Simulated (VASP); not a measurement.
Runs of VASP 6.6.1 on ZnSe (Stilleite). The structure is that of space group F-43m (No. 216), or close to it. The cells are those of the table. 

```tsv
cell	gap on the mesh (eV)	pressure (GPa)
a = 4.054 Å, angles 60.0°, 2 atoms	1.15	0.2
a = 3.999 Å, angles 60.0°, 2 atoms	(b)	2.8
a = 4.026 Å, angles 60.0°, 2 atoms	1.23	1.4
a = 3.825 Å, angles 60.0°, 2 atoms	(c)	15.1
a = 4.008 Å, angles 60.0°, 2 atoms	1.29	(a)
```

Alike in all rows: task single point; level PBE; potentials or basis VASP PAW PBE potentials, release 64 (Zn, Se); no spin polarisation; k mesh 8 × 8 × 8; cutoff (eV) 520; smearing gaussian 0.05 eV.

Problem. Estimate the missing entries.

Solution. (a) 2.3; (b) 1.32; (c) 1.89.

A k mesh can miss the band edges, and the runs leave out spin-orbit coupling on Se.
